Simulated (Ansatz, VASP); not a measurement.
# B2P in VASP and in Ansatz

```
CELL_PARAMETERS angstrom
1.50247 -3.34528 0.00000
1.50247 3.34528 0.00000
0.00000 0.00000 3.16353
ATOMIC_POSITIONS crystal
B 0.19339 0.80661 0.00000
B 0.80661 0.19339 0.00000
P 0.00000 0.00000 0.50000
```

Alike in both runs: task relaxation of cell and atoms; functional PBE; k mesh 16 × 16 × 14; occupations gaussian, width 0.1 eV; no spin polarisation.

```csv
,VASP,Ansatz
version,VASP 6.6.1,Ansatz 0.2.0
potentials or method,"VASP PAW PBE potentials, release 64 (B, P), cutoff 600 eV","scalar-relativistic, plane waves, PAW"
valence electrons in the cell,11,11
```

VASP gave:

- gap on the k mesh at the Fermi level, each at its own relaxed structure (eV): none
- relaxed volume (Å³/atom): 10.58
- relaxed cell length with the largest relative difference (Å): 3.162

Estimate Ansatz's values.

gap on the k mesh at the Fermi level, each at its own relaxed structure (eV): none; relaxed volume (Å³/atom): 10.58; relaxed cell length with the largest relative difference (Å): 3.164.

A gap of «none» marks a metal or a gap that the smearing closes.
